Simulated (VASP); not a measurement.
Input of a VASP 6.6.1 run:

Contents of INCAR:

```
SYSTEM = Cu
PREC     = Accurate       ! precision mode
ENCUT    = 520            ! plane-wave cutoff, eV
EDIFF    = 1E-7           ! SCF threshold, eV
ISMEAR   = 1              ! smearing method
SIGMA    = 0.3            ! smearing width, eV
LREAL    = .FALSE.        ! projectors in reciprocal space
LASPH    = .TRUE.         ! aspherical terms in the spheres
NELM     = 80             ! most SCF steps
ALGO     = Normal         ! electronic algorithm
ISIF     = 2              ! what is computed and relaxed
LWAVE    = .FALSE.        ! write WAVECAR
LCHARG   = .FALSE.        ! write CHGCAR
GGA      = CA             ! functional
NBANDS   = 18             ! bands
```

The input KPOINTS:

```
regular mesh
0
G
  13 13 12
  0 0 0
```

The input POSCAR:

```
Cu
1.0
    1.2184640000     -3.9763780000      0.0000000000
    1.2184640000      3.9763780000      0.0000000000
    0.0000000000      0.0000000000      2.4754960000
Cu
2
Direct
    0.1338670000      0.8661330000      0.2500000000
    0.8661330000      0.1338670000      0.7500000000
```

Potentials or basis: VASP PAW LDA potentials, release 64 (Cu).

Launch:

```bash
$ cat potpaw_LDA.64/Cu/POTCAR > POTCAR
$ mpirun -np 1 vasp_std > vasp.out
```

Question: What does it give for the pressure?

Answer: -6.9 GPa.

Question: What does it give for the band gap on the k mesh?

Answer: Zero (band 11 reaches 11.10 eV, above the bottom of band 12 at 5.47 eV).

Question: Estimate the largest force.

Answer: 0.045 eV/Å.

Stress tensor (GPa, compression positive):
```
-6.37  0.00  0.00
 0.00 -7.41  0.00
 0.00  0.00 -6.78
```
